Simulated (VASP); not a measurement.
A run of VASP 6.6.1 is set up as follows.

The input INCAR:

```
PREC     = Accurate       # precision mode
ENCUT    = 520            # plane-wave cutoff, eV
EDIFF    = 1E-6           # SCF threshold, eV
ISMEAR   = -1             # smearing method
SIGMA    = 0.1            # smearing width, eV
LREAL    = False          # projectors in reciprocal space
LASPH    = True           # aspherical terms in the spheres
NELM     = 100            # most SCF steps
ALGO     = Normal         # electronic algorithm
ISIF     = 2              # what is computed and relaxed
LWAVE    = False          # write WAVECAR
LCHARG   = False          # write CHGCAR
GGA      = B5             # functional
ALDAX    = 1.0          
AGGAX    = 1.0          
AGGAC    = 1.0          
ALDAC    = 0.0          
NBANDS   = 32             # bands
```

File KPOINTS:

```
regular mesh
0
Gamma
  17 17 10
```

The input POSCAR:

```
Lu
1.0
    3.5380573931      0.0000000000      0.0000000000
   -1.7690286966      3.0640475825      0.0000000000
    0.0000000000      0.0000000000      5.5072771551
Lu
2
Direct
    0.3333333333      0.6666666667      0.2500000000
    0.6666666667      0.3333333333      0.7500000000
```

Potentials or basis: VASP PAW PBE potentials, release 64 (Lu).

The run is started by

```bash
$ cat potpaw_PBE.64/Lu/POTCAR > POTCAR
$ mpirun -np 1 vasp_std > vasp.out
```

Q: Estimate the pressure.

A: 0.1 GPa.

Q: Estimate the band gap on the k mesh.

A: Zero (band 25 reaches 3.78 eV, above the bottom of band 26 at 2.03 eV).

Caveat: the PAW data sets were made with another functional, which shifts forces and pressure a little; spin-orbit coupling is left out, which moves the levels of the heavy elements.
